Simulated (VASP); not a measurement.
Here is a VASP 6.6.1 calculation.

Contents of INCAR:

```
SYSTEM = Ni3Ge
PREC     = Accurate       ! precision mode
ENCUT    = 520            ! plane-wave cutoff, eV
EDIFF    = 1E-6           ! SCF threshold, eV
ISMEAR   = 0              ! smearing method
SIGMA    = 0.1            ! smearing width, eV
LREAL    = .FALSE.        ! projectors in reciprocal space
LASPH    = .TRUE.         ! aspherical terms in the spheres
NELM     = 100            ! most SCF steps
ALGO     = Normal         ! electronic algorithm
ISIF     = 2              ! what is computed and relaxed
LWAVE    = .FALSE.        ! write WAVECAR
LCHARG   = .FALSE.        ! write CHGCAR
GGA      = PS             ! functional
NBANDS   = 30             ! bands
```

KPOINTS

```
regular mesh
0
G
  4 4 4
  0 0 0
```

POSCAR

```
Ni3Ge
1.0
    3.5303341067      0.0000000000      0.0000000000
    0.0000000000      3.5303341067      0.0000000000
    0.0000000000      0.0000000000      3.5303341067
Ni Ge
3 1
Direct
    0.5000000000      0.0000000000      0.5000000000
    0.0000000000      0.5000000000      0.5000000000
    0.5000000000      0.5000000000      0.0000000000
    0.0000000000      0.0000000000      0.0000000000
```

Potentials or basis: VASP PAW PBE potentials, release 64 (Ni, Ge_d).

Command:

```bash
$ cat potpaw_PBE.64/Ni/POTCAR potpaw_PBE.64/Ge_d/POTCAR > POTCAR
$ mpirun -np 1 vasp_std > vasp.out
```

What does it give for the pressure?

-0.6 GPa.

Predict the band gap on the k mesh.

zero (band 22 reaches 10.21 eV, above the bottom of band 23 at 9.98 eV).

Caveat: the k points lie up to 0.44 Å⁻¹ apart; the PAW data sets were made with another functional, which shifts forces and pressure a little. Spin polarisation is off, so any magnetic state and its effect on volume and gap are missing.
